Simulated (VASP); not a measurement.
Crystal: LiCl.

```
Li Cl
1.0
     0.00000    2.84236    2.84236
     2.84236    0.00000    2.84236
     2.84236    2.84236    0.00000
Li Cl
1 1
Direct
  0.00000 0.00000 0.00000
  0.25000 0.25000 0.25000
```

This cell differs from its parent crystal: strain +4.0%.

Program: VASP 6.6.1. Alike in all runs: task single point; potentials or basis VASP PAW PBE potentials, release 64 (Li_sv, Cl); no spin polarisation; cell as given; cutoff (eV) 520.

Q: Order these runs on this cell by their band gap on the k mesh, lowest first.
A. level HSE06; k mesh 6 × 6 × 6; smearing gaussian 0.01 eV; grid for exact exchange (PRECFOCK) Normal; screening parameter 0.2079 1/Å
B. level PBE; k mesh 8 × 8 × 8; smearing fermi-dirac 0.02 eV
C. level r2SCAN; k mesh 8 × 8 × 8; smearing gaussian 0.01 eV

A: B (5.67 eV), C (6.34 eV), A (6.97 eV).

A k mesh can miss the band edges.
